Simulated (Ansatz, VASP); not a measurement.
# CsI in VASP and in Ansatz

The input INCAR:

```
  ALGO = Normal
  EDIFF = 1E-6
  ENCUT = 500
  GGA = RP
  GGA_COMPAT = F
  ISIF = 2
  ISMEAR = 0
  LASPH = T
  LCHARG = F
  LREAL = F
  LWAVE = F
  NBANDS = 15
  NELM = 120
  PREC = Accurate
  SIGMA = 0.01
```

Contents of KPOINTS:

```
k-points
0
Gamma
  4 4 4
```

Contents of POSCAR:

```
CsI
1.0
    4.5667000000      0.0000000000      0.0000000000
    0.0000000000      4.5667000000      0.0000000000
    0.0000000000      0.0000000000      4.5667000000
Cs I
1 1
Direct
    0.0000000000      0.0000000000      0.0000000000
    0.5000000000      0.5000000000      0.5000000000
```

Input for Ansatz:

```yaml
crystal:
  lattice:
    - [4.5667, 0.0, 0.0]
    - [0.0, 4.5667, 0.0]
    - [0.0, 0.0, 4.5667]
  atoms:
    - { symbol: Cs, position: [0.0, 0.0, 0.0] }
    - { symbol: I, position: [0.5, 0.5, 0.5] }
kpoints:
  mp_grid:
    grid: [4, 4, 4]
hamiltonian:
  xc: rpbe
scf:
  occupations:
    method: fixed
output:
  stress: true
```

Alike in both runs: task single point; functional RPBE; k mesh 4 × 4 × 4; no spin polarisation.

|  | VASP | Ansatz |
| --- | --- | --- |
| version | VASP 6.6.1 | Ansatz 0.2.0 |
| potentials or method | VASP PAW PBE potentials, release 64 (Cs_sv, I) | plane waves, PAW |
| plane-wave cutoff (eV) | 500 | 420 |
| occupations | gaussian, width 0.01 eV | fixed |
| valence electrons in the cell | 16 | 26 |

```tsv
	VASP	Ansatz	Ansatz less VASP
pressure (GPa)	2.1	2.1	-0.03
```

VASP's potentials were made for PBE, not for RPBE. VASP's potentials hold 16 valence electrons a cell and Ansatz's 26, so a difference there can come from the potentials and not from the codes.

Spin-orbit coupling is off throughout.
